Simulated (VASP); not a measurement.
# Hf3Ta in VASP: notebook

Hf3Ta is run at these levels: PBEsol; tasks: single point.

Program: VASP 6.6.1. These are calculated values, not measurements. Logs are shortened: lines on timing, memory, paths and dates and some standing lists are left out, and cuts for length are marked.

## 1. The cell of the first run

The cell holds a slab with vacuum, 4 atoms: a = 3.159 Å, b = 4.999 Å, c = 19.648 Å, α = 90.00°, β = 90.00°, γ = 90.00°.

## 2. Single point, PBEsol

Contents of INCAR:

```
SYSTEM = Hf3Ta
PREC     = Accurate       ! precision mode
ENCUT    = 520            ! plane-wave cutoff, eV
EDIFF    = 1E-7           ! SCF threshold, eV
ISMEAR   = -1             ! smearing method
SIGMA    = 0.05           ! smearing width, eV
LREAL    = .FALSE.        ! projectors in reciprocal space
LASPH    = .TRUE.         ! aspherical terms in the spheres
NELM     = 60             ! most SCF steps
ALGO     = Normal         ! electronic algorithm
ISIF     = 2              ! what is computed and relaxed
LWAVE    = .FALSE.        ! write WAVECAR
LCHARG   = .FALSE.        ! write CHGCAR
LDIPOL   = .TRUE.       
IDIPOL   = 3            
DIPOL    = 0.5 0.5 0.500
GGA      = PS             ! functional
NBANDS   = 28             ! bands
```

Contents of KPOINTS:

```
regular mesh
0
G
  10 7 1
  0 0 0
```

Contents of POSCAR:

```
Hf3Ta
1.0
    3.1589152031      0.0000000000      0.0000000000
    0.0000000000      4.9985932680      0.0000000000
    0.0000000000      0.0000000000     19.6476000000
Ta Hf
1 3
Direct
    0.0000000000      0.7500000000      0.4151605211
    0.5000000000      0.2500000000      0.4568031568
    0.5000000000      0.7500000000      0.5431967915
    0.0000000000      0.2500000000      0.5848395306
```

Potentials or basis: VASP PAW PBE potentials, release 64 (Ta_pv, Hf_pv).

Command:

```
cat potpaw_PBE.64/Ta_pv/POTCAR potpaw_PBE.64/Hf_pv/POTCAR > POTCAR
mpirun -np 1 vasp_std > vasp.out
```

OUTCAR:

```text
SYSTEM = Hf3Ta
   PREC = Accurate
   ENCUT = 520
   EDIFF = 1E-7
   ISMEAR = -1
   LREAL = .FALSE.
   LASPH = .TRUE.
   NELM = 60
   ISIF = 2
   GGA = PS

 ion  position               nearest neighbor table
   1  0.000  0.750  0.415-   3 2.97   3 2.97   2 3.07   2 3.07   2 3.07   2 3.07
   2  0.500  0.250  0.457-   4 2.97   4 2.97   3 3.02   3 3.02   1 3.07   1 3.07   1 3.07   1 3.07

   3  0.500  0.750  0.543-   1 2.97   1 2.97   2 3.02   2 3.02   4 3.07   4 3.07   4 3.07   4 3.07

   4  0.000  0.250  0.585-   2 2.97   2 2.97   3 3.07   3 3.07   3 3.07   3 3.07

  LATTYP: Found a simple orthorhombic cell.
 ALAT       =     3.1589152031
 B/A-ratio  =     1.5823765269
 C/A-ratio  =     6.2197301088

  Lattice vectors:

 A1 = (   3.1589152031,   0.0000000000,   0.0000000000)
 A2 = (   0.0000000000,   4.9985932680,   0.0000000000)
 A3 = (   0.0000000000,   0.0000000000,  19.6476000000)

Analysis of symmetry for initial positions (statically):
=====================================================================
 Subroutine PRICEL returns:
 Original cell was already a primitive cell.

 Routine SETGRP: Setting up the symmetry group for a
 simple orthorhombic supercell.

 Subroutine GETGRP returns: Found  4 space group operations
 (whereof  2 operations were pure point group operations)
 out of a pool of  8 trial point group operations.

The static configuration has the point symmetry C_1h.
 The point group associated with its full space group is C_2v.

Analysis of symmetry for dynamics (positions and initial velocities):
=====================================================================
 Subroutine PRICEL returns:
 Original cell was already a primitive cell.

 Routine SETGRP: Setting up the symmetry group for a
 simple orthorhombic supercell.

 Subroutine GETGRP returns: Found  4 space group operations
 (whereof  2 operations were pure point group operations)
 out of a pool of  8 trial point group operations.

The dynamic configuration has the point symmetry C_1h.
 The point group associated with its full space group is C_2v.

 Subroutine INISYM returns: Found  4 space group operations
 (whereof  2 operations are pure point group operations),
 and found     1 'primitive' translations

----------------------------------------------------------------------------------------

                                     Primitive cell

  volume of cell :     310.2382

  direct lattice vectors                    reciprocal lattice vectors
     3.158915203  0.000000000  0.000000000     0.316564370  0.000000000  0.000000000
     0.000000000  4.998593268  0.000000000     0.000000000  0.200056285  0.000000000
     0.000000000  0.000000000 19.647600000     0.000000000  0.000000000  0.050896802

  length of vectors
     3.158915203  4.998593268 19.647600000     0.316564370  0.200056285  0.050896802

  position of ions in fractional coordinates (direct lattice)
     0.000000000  0.750000000  0.415160521
     0.500000000  0.250000000  0.456803157
     0.500000000  0.750000000  0.543196792
     0.000000000  0.250000000  0.584839531

  ion indices of the primitive-cell ions
   primitive index   ion index
                 1           1
                 2           2
                 3           3
                 4           4

----------------------------------------------------------------------------------------

 KPOINTS: regular mesh

Automatic generation of k-mesh.
 Grid dimensions read from file:
 generate k-points for:   10    7    1

 Generating k-lattice:

  Cartesian coordinates                     Fractional coordinates (reciprocal lattice)
     0.031656437  0.000000000  0.000000000     0.100000000  0.000000000  0.000000000
     0.000000000  0.028579469  0.000000000     0.000000000  0.142857143  0.000000000
     0.000000000  0.000000000  0.050896802     0.000000000  0.000000000  1.000000000

  Length of vectors
     0.031656437  0.028579469  0.050896802

  Shift w.r.t. Gamma in fractional coordinates (k-lattice)
     0.000000000  0.000000000  0.000000000

 Subroutine IBZKPT returns following result:
 ===========================================

 Found     24 irreducible k-points:

 Following reciprocal coordinates:
            Coordinates               Weight
  0.000000  0.000000  0.000000      1.000000
  0.100000  0.000000  0.000000      2.000000
  0.200000  0.000000  0.000000      2.000000
  0.300000  0.000000  0.000000      2.000000
  0.400000  0.000000  0.000000      2.000000
  0.500000  0.000000  0.000000      1.000000
[... 16 lines left out ...]
  0.400000  0.428571  0.000000      4.000000
  0.500000  0.428571  0.000000      2.000000
   k-points           NKPTS =     24   k-points in BZ     NKDIM =     24   number of bands    NBANDS=     28
   number of dos      NEDOS =    301   number of ions     NIONS =      4
   total plane-waves  NPLWV = 144000
   dimension x,y,z NGX =    24 NGY =   40 NGZ =  150
   dimension x,y,z NGXF=    48 NGYF=   80 NGZF=  300
   ions per type =               1   3
   NGX,Y,Z   is equivalent  to a cutoff of  12.63, 13.30, 12.69 a.u.
   NGXF,Y,Z  is equivalent  to a cutoff of  25.26, 26.61, 25.38 a.u.
 SYSTEM =  Hf3Ta
   PREC   = accura    normal or accurate (medium, high low for compatibility)
   ISTART =      0    job   : 0-new  1-cont  2-samecut
   ICHARG =      2    charge: 1-file 2-atom 10-const
   ISPIN  =      1    spin polarized calculation?
   LNONCOLLINEAR =      F non collinear calculations
   LSORBIT =      F    spin-orbit coupling
   LASPH  =      T    aspherical Exc in radial PAW
   ENCUT  =  520.0 eV  38.22 Ry    6.18 a.u.   5.87  9.29 36.53*2*pi/ulx,y,z
   NELM   =     60;   NELMIN=  2; NELMDL= -5     # of ELM steps
   EDIFF  = 0.1E-06   stopping-criterion for ELM
   LREAL  =      F    real-space projection
   EDIFFG = 0.1E-05   stopping-criterion for IOM
   NSW    =      0    number of steps for IOM
   IBRION =     -1    ionic relax: 0-MD 1-quasi-New 2-CG
   NFREE  =      0    steps in history (QN), initial steepest desc. (CG)
   ISIF   =      2    stress and relaxation
   ISYM   =      2    0-nonsym 1-usesym 2-fastsym
   POTIM  = 0.5000    time-step for ionic-motion
   TEBEG  =    0.0;   TEEND  =   0.0 temperature during run
   PSTRESS=    0.0 pullay stress
   NELECT =      41.0000    total number of electrons
   NUPDOWN=      -1.0000    fix difference up-down
   EMIN   =  10.00;   EMAX   =-10.00  energy-range for DOS
   EFERMI =   0.00;   METHOD = LEGACY
   ISMEAR =    -1;   SIGMA  =   0.05  broadening in eV -4-tet -1-fermi 0-gaus
   EFERMI_NEDOS =   21; number of points for ismear=-14 and -15
   IALGO  =     38    algorithm
   IMIX   =      4    mixing-type and parameters
     AMIX     =   0.40;   BMIX     =  1.00
     AMIX_MAG =   1.60;   BMIX_MAG =  1.00
  volume/ion in A,a.u.               =      77.56       523.40
  Fermi-wavevector in a.u.,A,eV,Ry     =   0.833882  1.575808  9.460926  0.695358
  Thomas-Fermi vector in A             =   1.947180
   LORBIT       =      0    0 simple, 1 ext, 2 COOP (PROOUT), +10 PAW based schemes
   GGA     = PS    functional components
   LHFCALC =     F    Hartree Fock is set to
   AEXX    =    0.0000 exact exchange contribution
   IVDW    =     0    specifies the selected vdW correction
   LEPSILON=     F    determine dielectric tensor
   LRPA    =     F    only Hartree local field effects (RPA)
 non-spin polarized calculation
  energy-cutoff  :      520.00
  volume of cell :      310.24
 maximum number of plane-waves:      8408
 NGX is ok and might be reduce to    24
   NGX = 11   NGY = 19   NGZ = 73

 dipolmoment           0.000000      0.000000      0.022107 electrons x Angstroem

 number of electron      40.9999990 magnetization

 dipolmoment           0.000000      0.000000     -0.033079 electrons x Angstroem

 Free energy of the ion-electron system (eV)
  ---------------------------------------------------
  ext. energy  EPLUGINS =         0.00000000
  ---------------------------------------------------
  free energy    TOTEN  =       -39.06064860 eV

  energy without entropy =      -38.99924779  energy(sigma->0) =      -39.02994820

 E-fermi :  -1.6004     XC(G=0):  -4.2296

 val. band max:       -1.6056554870   @ k =   0.3000   0.2857   0.0000
 cond. band min:      -1.5946791657   @ k =   0.1000   0.1429   0.0000
 fundamental gap:      0.0109763213
 Fermi energy:        -1.6003535176

 k-point     1 :       0.0000    0.0000    0.0000
  band No.  band energies     occupation
      1     -36.3851      2.00000
      2     -36.1630      2.00000
      3     -35.9456      2.00000
      4     -32.6692      2.00000
      5     -32.6418      2.00000
      6     -32.1221      2.00000
[... 20 lines left out ...]
     27       0.1694      0.00000
     28       0.1808      0.00000

 k-point     2 :       0.1000    0.0000    0.0000
  band No.  band energies     occupation
      1     -36.3820      2.00000
      2     -36.1585      2.00000
      3     -35.9755      2.00000
      4     -32.6610      2.00000
      5     -32.6222      2.00000
      6     -32.1745      2.00000
[... 20 lines left out ...]
     27       0.2918      0.00000
     28       0.4107      0.00000

 k-point     3 :       0.2000    0.0000    0.0000
  band No.  band energies     occupation
      1     -36.3737      2.00000
      2     -36.1465      2.00000
      3     -36.0529      2.00000
      4     -32.6416      2.00000
      5     -32.5666      2.00000
      6     -32.2956      2.00000
[... 20 lines left out ...]
     27       0.5567      0.00000
     28       0.7633      0.00000

 k-point     4 :       0.3000    0.0000    0.0000
  band No.  band energies     occupation
      1     -36.3635      2.00000
      2     -36.1471      2.00000
      3     -36.1318      2.00000
      4     -32.6244      2.00000
      5     -32.4853      2.00000
      6     -32.4303      2.00000
[... 578 lines left out ...]
     27       0.8450      0.00000
     28       0.9319      0.00000

 k-point    23 :       0.4000    0.4286    0.0000
  band No.  band energies     occupation
      1     -36.3548      2.00000
      2     -36.2290      2.00000
      3     -36.1266      2.00000
      4     -32.6662      2.00000
      5     -32.5870      2.00000
      6     -32.5251      2.00000
[... 20 lines left out ...]
     27       0.7919      0.00000
     28       1.2810      0.00000

 k-point    24 :       0.5000    0.4286    0.0000
  band No.  band energies     occupation
      1     -36.3513      2.00000
      2     -36.2583      2.00000
      3     -36.1242      2.00000
      4     -32.6873      2.00000
      5     -32.6026      2.00000
      6     -32.5463      2.00000
[... 20 lines left out ...]
     27       0.8453      0.00000
     28       1.1614      0.00000

------------------------ aborting loop because EDIFF is reached ----------------------------------------

 vacuum level on the upper side and lower side of the slab       (xc-potential included)        -0.316         0.057

  FORCE on cell =-STRESS in cart. coord.  units (eV):
  Direction    XX          YY          ZZ          XY          YZ          ZX
  --------------------------------------------------------------------------------------
  -------------------------------------------------------------------------------------
  Total       -7.6671122     -1.4933845     -2.7713821      0.0000000      0.0000000      0.0000000
  in kB      -39.5956179     -7.7123538    -14.3123754      0.0000000      0.0000000      0.0000000
  external PRESSURE =     -20.5401157 kB  Pullay stress =       0.0000000 kB

 VOLUME and BASIS-vectors are now :
 -----------------------------------------------------------------------------
  energy-cutoff  :      520.00
  volume of cell :      310.24
      direct lattice vectors                 reciprocal lattice vectors
     3.158915203  0.000000000  0.000000000     0.316564370  0.000000000  0.000000000
     0.000000000  4.998593268  0.000000000     0.000000000  0.200056285  0.000000000
     0.000000000  0.000000000 19.647600000     0.000000000  0.000000000  0.050896802

 POSITION                                       TOTAL-FORCE (eV/Angst)
 -----------------------------------------------------------------------------------
      0.00000      3.74894      8.15691         0.000000      0.000000      1.637739
      1.57946      1.24965      8.97509         0.000000      0.000000     -0.814866
      1.57946      3.74894     10.67251         0.000000      0.000000     -0.797690
      0.00000      1.24965     11.49069         0.000000      0.000000     -0.025183
 -----------------------------------------------------------------------------------
    total drift:                                0.000000     -0.000000      0.000165

  FREE ENERGIE OF THE ION-ELECTRON SYSTEM (eV)
  ---------------------------------------------------
  free  energy   TOTEN  =       -39.0606486040 eV

  energy  without entropy=      -38.9992477894  energy(sigma->0) =      -39.02994820

 vacuum level on the upper side and lower side of the slab         2.363         2.748
```

Wall time 13 min (1 thread of Intel Xeon Platinum 8559C (Emerald Rapids), shared host); peak memory 0.46 GiB.

Results:

```yaml
Free_energy: -39.0606 eV
Largest_force: 1.638 eV/Å
Band_gap_on_the_k_mesh: zero (an odd number of electrons rules out a gap without spin polarisation)
```

Forces in eV/Å, atoms in the order of the input:
```
Ta   0.000  0.000  1.638
Hf   0.000  0.000 -0.815
Hf   0.000  0.000 -0.798
Hf   0.000  0.000 -0.025
```

Caveat: the PAW data sets were made with another functional, which shifts forces and pressure a little; spin-orbit coupling is left out, which moves the levels of the heavy elements.

## 3. Single point, PBEsol

Contents of INCAR:

```
PREC = Accurate
ENCUT = 520
EDIFF = 1E-7
ISMEAR = -1
SIGMA = 0.05
LREAL = F
LASPH = T
NELM = 60
ALGO = Normal
ISIF = 2
LWAVE = F
LCHARG = F
LDIPOL = T
IDIPOL = 3
DIPOL = 0.5 0.5 0.500
GGA = PS
NBANDS = 28
```

Contents of KPOINTS:

```
Automatic mesh
0
Gamma
  10 7 1
```

Contents of POSCAR:

```
Hf3Ta
1.0
    3.1589152031      0.0000000000      0.0000000000
    0.0000000000      4.9985932680      0.0000000000
    0.0000000000      0.0000000000     19.6476000000
Hf Ta
3 1
Direct
    0.0000000000      0.7500000000      0.4151605211
    0.5000000000      0.7500000000      0.5431967915
    0.0000000000      0.2500000000      0.5848395306
    0.5000000000      0.2500000000      0.4568031568
```

Potentials or basis: VASP PAW PBE potentials, release 64 (Hf_pv, Ta_pv).

Command:

```
cat potpaw_PBE.64/Hf_pv/POTCAR potpaw_PBE.64/Ta_pv/POTCAR > POTCAR
mpirun -np 1 vasp_std > vasp.out
```

Wall time 7 min (1 thread of Intel Xeon Platinum 8559C (Emerald Rapids), shared host); peak memory 0.47 GiB.

Results (log left out):

| Item | Value |
| --- | --- |
| Free energy | -39.5297 eV |
| Largest force | 0.798 eV/Å |
| Band gap on the k mesh | zero (an odd number of electrons rules out a gap without spin polarisation) |

Forces on the atoms (eV/Å):
```
Hf   0.000  0.000  0.268
Hf   0.000  0.000 -0.157
Hf   0.000  0.000 -0.798
Ta   0.000  0.000  0.686
```

Levels at points of the mesh, in eV from the Fermi level:
```tsv
k point	band 16	band 17	band 18	band 19	band 20	band 21	band 22	band 23	band 24	band 25
(0.00, 0.00, 0.00)	-2.79	-1.92	-0.50	-0.33	0.46	0.49	0.73	0.80	1.24	1.41
(0.50, 0.00, 0.00)	-2.04	-1.81	-1.39	-1.34	-0.72	0.13	0.36	0.36	0.66	0.81
```

Caveat: the PAW data sets were made with another functional, which shifts forces and pressure a little; spin-orbit coupling is left out, which moves the levels of the heavy elements.

(Continued in part 2 of 2.)
